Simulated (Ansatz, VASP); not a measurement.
As in VASP and in Ansatz

INCAR

```
SYSTEM = As
ALGO = Normal
EDIFF = 1E-6
ENCUT = 510
GGA = PS
GGA_COMPAT = .False.
ISIF = 2
ISMEAR = -1
LASPH = .True.
LCHARG = .False.
LREAL = .False.
LWAVE = .False.
NBANDS = 38
NELM = 120
PREC = Accurate
SIGMA = 0.05
```

File KPOINTS:

```
k-points
0
Gamma
  7 7 5
  0 0 0
```

The input POSCAR:

```
As
1.0
    1.8067500000     -5.4450000000      0.0000000000
    1.8067500000      5.4450000000      0.0000000000
    0.0000000000      0.0000000000      4.4700000000
As
4
Direct
    0.3900000000      0.6100000000      0.5600000000
    0.8900000000      0.1100000000      0.9400000000
    0.6100000000      0.3900000000      0.4400000000
    0.1100000000      0.8900000000      0.0600000000
```

File input.yaml:

```yaml
crystal:
  lattice:
    - [1.80675, -5.445, 0.0]
    - [1.80675, 5.445, 0.0]
    - [0.0, 0.0, 4.47]
  atoms:
    - { symbol: As, position: [0.39, 0.61, 0.56] }
    - { symbol: As, position: [0.89, 0.11, 0.94] }
    - { symbol: As, position: [0.61, 0.39, 0.44] }
    - { symbol: As, position: [0.11, 0.89, 0.06] }
hamiltonian:
  xc: pbesol
  pseudopotentials: { kind: paw }
kpoints:
  mp_grid: { grid: [7, 7, 5] }
  band_path:
    path:
      - [[0.0, 0.0, 0.0], [0.2775258264, 0.2775258264, 0.0], [0.0, 0.5, 0.0], [0.0, 0.5, 0.5], [0.2775258264, 0.2775258264, 0.5], [0.0, 0.0, 0.5], [0.0, 0.0, 0.0], [-0.5, 0.5, 0.0], [-0.2775258264, 0.7224741736, 0.0], [-0.2775258264, 0.7224741736, 0.5], [-0.5, 0.5, 0.5], [-0.5, 0.5, 0.0]]
      - [[0.0, 0.0, 0.5], [-0.5, 0.5, 0.5]]
    npoints: 14
scf:
  occupations: { method: fermi_dirac, width: 0.05 }
  n_extra_bands: 10
output:
  forces: true
  stress: true
  eigenvalues: true
  fatbands: false
```

Alike in both runs: functional PBEsol; k mesh 7 × 7 × 5; occupations fermi-dirac, width 0.05 eV; no spin polarisation.

|  | VASP | Ansatz |
| --- | --- | --- |
| version | VASP 6.6.1 | Ansatz 0.2.0 |
| potentials or method | VASP PAW PBE potentials, release 64 (As_d) | Ansatz PAW |
| plane-wave cutoff (eV) | 510 | 420 |
| valence electrons in the cell | 60 | 60 |
| task | single point | band structure |

Ansatz gave:

| Item | Value |
| --- | --- |
| gap on the k mesh at the Fermi level (eV) | none |
| pressure (GPa) | 1.2 |
| traceless stress, the component that is largest in VASP (GPa) | -1.63 |
| rms of the force components (eV/Å) | 0.137 |

Task: What did VASP give for the same quantities?

Result: gap on the k mesh at the Fermi level (eV): none; pressure (GPa): 1.3; traceless stress, the component that is largest in VASP (GPa): -1.63; rms of the force components (eV/Å): 0.139.

VASP's potentials were made for PBE, not for PBEsol. Atom by atom the forces differ by 0.005 eV/Å (rms over components). A gap of «none» marks a metal or a gap that the smearing closes.
